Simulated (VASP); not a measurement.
# HC18N in VASP: a series of runs, part 2 of 2

VASP 6.6.1. Earlier steps stand in the parts before.

**3. Single point, PBE**

INCAR reads:

```
  PREC = Accurate
  ENCUT = 520
  EDIFF = 1E-7
  ISMEAR = -1
  SIGMA = 0.02
  LREAL = Auto
  LASPH = True
  NELM = 80
  ALGO = Normal
  ISIF = 2
  LWAVE = False
  LCHARG = False
  GGA = PE
  NBANDS = 55
```

KPOINTS reads:

```
regular mesh
0
Gamma
  2 2 1
```

POSCAR reads:

```
HC18N
1.0
    7.3980000000      0.0000000000      0.0000000000
   -3.6990000000      6.4068560000      0.0000000000
    0.0000000000      0.0000000000     13.0000000000
C N H
18 1 1
Direct
    0.0052035712     -0.0023114301      0.0733973077
    0.2281100515      0.1085607356      0.0714666154
    0.0064293861      0.3297857795      0.0722462308
    0.2259178797      0.4398865840      0.0724260769
    0.0023840441      0.6601617080      0.0702796154
    0.2254281503      0.7709928239      0.0720695385
    0.3399733530     -0.0023117423      0.0740820769
    0.5579180862      0.1105823199      0.0792853846
    0.3376038571      0.3285513206      0.0738480000
    0.5606316114      0.4409947719      0.0760805385
    0.3320515896      0.6608790646      0.0775806154
    0.5541229687      0.7707249859      0.1036333846
    0.6777643085      0.0045843078      0.0978180000
    0.9005205120      0.1094497832      0.0765028462
    0.6706121173      0.3311485384      0.0759520000
    0.8935871992      0.4405507163      0.0739161538
    0.6729946291      0.6619719563      0.0829160000
    0.8898776269      0.7711042671      0.0749333846
    0.6138958013      0.9007250982      0.2014819231
    0.5118880992      0.9607799832      0.2134181538
```

Potentials or basis: VASP PAW PBE potentials, release 64 (C, N, H).

Command:

```console
> cat potpaw_PBE.64/C/POTCAR potpaw_PBE.64/N/POTCAR potpaw_PBE.64/H/POTCAR > POTCAR
> mpirun -np 1 vasp_std > vasp.out
```

OUTCAR:

```text
PREC = Accurate
   ENCUT = 520
   EDIFF = 1E-7
   ISMEAR = -1
   LREAL = Auto
   LASPH = True
   NELM = 80
   ISIF = 2
   GGA = PE

 ion  position               nearest neighbor table
   1  0.005  0.998  0.073-  14 1.39   2 1.43  18 1.45
   2  0.228  0.109  0.071-   9 1.41   7 1.43   1 1.43
   3  0.006  0.330  0.072-   4 1.41  14 1.41  16 1.43
   4  0.226  0.440  0.072-   3 1.41  11 1.42   9 1.43
[... 445 lines left out ...]
  -------------------------------------------------------------------------------------
  Total        2.8008823      6.1756134      1.2101118      1.8794129     -2.0955345      1.0158736
  in kB        7.2828741     16.0578739      3.1465413      4.8868626     -5.4488238      2.6414818
  external PRESSURE =       8.8290964 kB  Pullay stress =       0.0000000 kB

 VOLUME and BASIS-vectors are now :
 -----------------------------------------------------------------------------
  energy-cutoff  :      520.00
  volume of cell :      616.17
      direct lattice vectors                 reciprocal lattice vectors
     7.398000000  0.000000000  0.000000000     0.135171668  0.078041398  0.000000000
    -3.699000000  6.406856000  0.000000000     0.000000000  0.156082796  0.000000000
     0.000000000  0.000000000 13.000000000     0.000000000  0.000000000  0.076923077

 POSITION                                       TOTAL-FORCE (eV/Angst)
 -----------------------------------------------------------------------------------
     -3.65195      6.39205      0.95417        -0.022429      0.060606      0.076620
      1.28599      0.69553      0.92907        -0.022275      0.059020      0.020476
     -1.17231      2.11289      0.93920        -0.029412      0.071650     -0.104216
      0.04420      2.81829      0.94154        -0.023428      0.061721     -0.022267
     -2.42430      4.22956      0.91364        -0.027660      0.055970      0.050479
     -1.18418      4.93964      0.93690        -0.031751      0.047507      0.050235
[... 12 lines left out ...]
      1.20982      5.77082      2.61927        -0.160085      0.398492      0.076770
      0.23302      6.15558      2.77444         0.738659     -1.565110      0.711913
 -----------------------------------------------------------------------------------
    total drift:                                0.022729     -0.006471      0.010247

  FREE ENERGIE OF THE ION-ELECTRON SYSTEM (eV)
  ---------------------------------------------------
  free  energy   TOTEN  =      -174.7048974872 eV

  energy  without entropy=     -174.7047277515  energy(sigma->0) =     -174.70481262
```

OSZICAR:

```text
N       E                     dE             d eps       ncg     rms          rms(c)
DAV:   1     0.670330526033E+03    0.67033E+03   -0.31108E+04   448   0.112E+03
DAV:   2    -0.772259669478E+02   -0.74756E+03   -0.71402E+03   657   0.274E+02
DAV:   3    -0.183412732532E+03   -0.10619E+03   -0.10556E+03   560   0.108E+02
[... 16 lines left out ...]
DAV:  20    -0.174704892379E+03   -0.22634E-04   -0.14929E-06   450   0.272E-03    0.328E-04
DAV:  21    -0.174704896521E+03   -0.41424E-05   -0.21837E-07   441   0.109E-03    0.172E-04
DAV:  22    -0.174704897129E+03   -0.60721E-06   -0.16954E-08   408   0.421E-04    0.698E-05
DAV:  23    -0.174704897454E+03   -0.32490E-06   -0.18501E-08   368   0.333E-04    0.583E-05
DAV:  24    -0.174704897487E+03   -0.33601E-07   -0.28648E-09   337   0.188E-04
   1 F= -.17470490E+03 E0= -.17470481E+03  d E =-.169736E-03
```

Run time: 8.2 min. Hardware: 1 thread of Oxide Virtual Turin-like, shared host; peak memory 0.61 GiB.

Results:

```
Free energy            : -174.7049 eV
Largest force          : 1.871 eV/Å
Band gap on the k mesh : 0.27 eV
```

Forces on the atoms (eV/Å):
```
C   -0.022  0.061  0.077
C   -0.022  0.059  0.020
C   -0.029  0.072 -0.104
C   -0.023  0.062 -0.022
C   -0.028  0.056  0.050
C   -0.032  0.048  0.050
C    0.018  0.090 -0.025
C    0.006  0.077 -0.765
C   -0.013  0.059  0.014
C   -0.050  0.058  0.058
C   -0.038  0.046  0.019
C   -0.077  0.054  0.115
C   -0.073  0.162 -0.283
C   -0.020  0.071 -0.076
C   -0.029  0.034 -0.257
C   -0.023  0.044 -0.088
C   -0.065  0.063  0.271
C   -0.057  0.051  0.157
N   -0.160  0.398  0.077
H    0.739 -1.565  0.712
```

Levels at points of the mesh, in eV from the valence-band top:
```
           k point  band 35  band 36  band 37  band 38  band 39  band 40  band 41  band 42  band 43  band 44
(0.00, 0.00, 0.00)    -3.05    -2.93    -2.61    -0.82     0.00     0.27     1.36     3.30     3.51     4.49
(0.50, 0.00, 0.00)    -2.66    -2.51    -2.27    -2.06    -1.31     1.47     2.17     2.60     2.64     3.85
(0.00, 0.50, 0.00)    -2.60    -2.54    -2.38    -2.04    -0.78     0.73     2.17     2.62     2.97     3.69
(0.50, 0.50, 0.00)    -2.64    -2.50    -2.30    -1.98    -1.36     1.48     2.13     2.61     2.65     3.82
```

Caveat: the k points lie up to 0.49 Å⁻¹ apart; there is no dipole correction, which matters where the two faces differ.

**4. Single point, PBE**

INCAR reads:

```
ALGO = Normal ; EDIFF = 1E-6
ENCUT = 520 ; GGA = PE
ISIF = 2 ; ISMEAR = -1
LASPH = True ; LCHARG = True
LELF = True ; LREAL = Auto
LVHAR = True ; LWAVE = False
NBANDS = 55 ; NELM = 60
PREC = Accurate ; SIGMA = 0.02
```

KPOINTS reads:

```
k-points
0
Gamma
  2 2 1
```

POSCAR reads:

```
HC18N
1.0
    7.3980000000      0.0000000000      0.0000000000
   -3.6990000000      6.4068560000      0.0000000000
    0.0000000000      0.0000000000     13.0000000000
C N H
18 1 1
Direct
    0.0058418343     -0.0011362828      0.0708179231
    0.2285444538      0.1098031546      0.0699923846
    0.0065896347      0.3305374742      0.0734503077
    0.2267856875      0.4410963818      0.0719117692
    0.0035780375      0.6619357451      0.0680286154
    0.2268397094      0.7734742282      0.0699254615
    0.3380067663     -0.0025928474      0.0737342308
    0.5573977359      0.1112380238      0.0940203846
    0.3384101902      0.3303578229      0.0726455385
    0.5623349125      0.4425203251      0.0739094615
    0.3338101827      0.6626619983      0.0760063077
    0.5560845822      0.7701267205      0.0996316923
    0.6799317399      0.0035736717      0.1015214615
    0.9004880490      0.1101496584      0.0769737692
    0.6721950020      0.3336460192      0.0803287692
    0.8941544396      0.4421326154      0.0748269231
    0.6746481260      0.6631918994      0.0762596154
    0.8922697757      0.7731143013      0.0705790769
    0.6117394831      0.8875646651      0.2010397692
    0.5188443571      1.0310904444      0.1979869231
```

Command:

```console
> cat potpaw_PBE.64/C/POTCAR potpaw_PBE.64/N/POTCAR potpaw_PBE.64/H/POTCAR > POTCAR
> mpirun -np 1 vasp_std > vasp.out
```

Run time: 8.4 min. Hardware: 1 thread of Oxide Virtual Turin-like, shared host; peak memory 0.61 GiB.

Results (log left out):

```
Free energy            : -172.4308 eV
Largest force          : 1.975 eV/Å
Band gap on the k mesh : 0.44 eV
```

Forces on the atoms (eV/Å):
```
C    0.009  0.033  0.071
C    0.010  0.060  0.044
C   -0.001  0.073 -0.108
C   -0.031  0.045 -0.040
C   -0.032  0.004  0.035
C   -0.035 -0.031  0.011
C    0.060  0.088  0.060
C    0.054  0.050 -0.794
C   -0.008  0.041  0.023
C   -0.084  0.042  0.132
C   -0.091  0.034 -0.034
C   -0.187  0.092  0.271
C    0.021  0.243 -0.484
C    0.045  0.052 -0.135
C   -0.050 -0.016 -0.109
C   -0.006  0.019 -0.048
C   -0.082  0.074  0.376
C   -0.081  0.010  0.171
N   -0.565  0.740  0.316
H    1.053 -1.653  0.241
```

Levels at points of the mesh, in eV from the valence-band top:
```tsv
k point	band 35	band 36	band 37	band 38	band 39	band 40	band 41	band 42	band 43	band 44
(0.00, 0.00, 0.00)	-2.80	-2.46	-1.70	-0.47	0.00	0.44	1.52	2.79	3.82	4.38
(0.50, 0.00, 0.00)	-2.38	-2.30	-2.06	-1.22	-0.95	1.10	2.34	2.58	2.82	4.12
(0.00, 0.50, 0.00)	-2.37	-2.33	-2.16	-1.18	-0.47	0.73	2.28	2.75	2.82	3.99
(0.50, 0.50, 0.00)	-2.34	-2.28	-2.09	-1.18	-0.90	1.34	2.17	2.45	2.87	4.08
```

Caveat: the k points lie up to 0.49 Å⁻¹ apart; there is no dipole correction, which matters where the two faces differ.

**5. Summary**

```tsv
cell	gap on the mesh (eV)	largest force (eV/Å)
as given, atomic positions A	0.31	0.19
as given, atomic positions B	0.27	1.87
as given, atomic positions C	0.44	1.97
```

Alike in all rows: task single point; level PBE; potentials or basis VASP PAW PBE potentials, release 64 (C, N, H); no spin polarisation; k mesh 2 × 2 × 1; cutoff (eV) 520; smearing fermi-dirac 0.02 eV.

Caveats: all runs use coarse meshes; there is no dipole correction, which matters where the two faces differ.

Absolute energies hang on the potentials; compare differences alone.
